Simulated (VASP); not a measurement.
Wanted: the native input for a VASP 6.6.1 run.

| Property | Result |
| --- | --- |
| Task | single point |
| Functional | PBEsol |
| Potentials or basis | VASP PAW PBE potentials, release 64 (Rh_pv) |
| Cutoff | 520 eV |
| k mesh | 9 × 9 × 3 |
| Occupations | fermi-dirac, width 0.1 eV |
| Spin | no spin polarisation |
| Dipole correction | no |
| Further INCAR settings | ALGO = Normal; EDIFF = 1e-06; NBANDS = 38 |

The structure of Rh lies in POSCAR:

```
Rh
1.0
    2.6917446200      0.0000000000      0.0000000000
   -1.3458723100      2.3311192200      0.0000000000
    0.0000000000      0.0000000000      8.7980701300
Rh
4
Direct
    0.0000000000      0.0000000000      0.0000000000
    0.3333333333      0.6666666667      0.2500000000
    0.0000000000      0.0000000000      0.5000000000
    0.6666666667      0.3333333333      0.7500000000
```

These files were run (other wordings do the same):

INCAR

```
SYSTEM = Rh
PREC = Accurate
ENCUT = 520
EDIFF = 1E-6
ISMEAR = -1
SIGMA = 0.1
LREAL = .FALSE.
LASPH = .TRUE.
NELM = 60
ALGO = Normal
ISIF = 2
LWAVE = .FALSE.
LCHARG = .FALSE.
GGA = PS
NBANDS = 38
```

KPOINTS

```
regular mesh
0
G
  9 9 3
  0 0 0
```

Potentials or basis: VASP PAW PBE potentials, release 64 (Rh_pv).

Run with:

```console
$ cat potpaw_PBE.64/Rh_pv/POTCAR > POTCAR
$ mpirun -np 1 vasp_std > vasp.out
```

Results of the run:

```yaml
Pressure: -5.4 GPa
Band_gap_on_the_k_mesh: zero (band 30 reaches 12.30 eV, above the bottom of band 31 at 10.68 eV)
```

Caveat: the PAW data sets were made with another functional, which shifts forces and pressure a little.

It took 44 s on 1 thread of Intel(R) Xeon(R) Platinum 8559C (Emerald Rapids), on a shared host, peak memory 0.18 GiB.
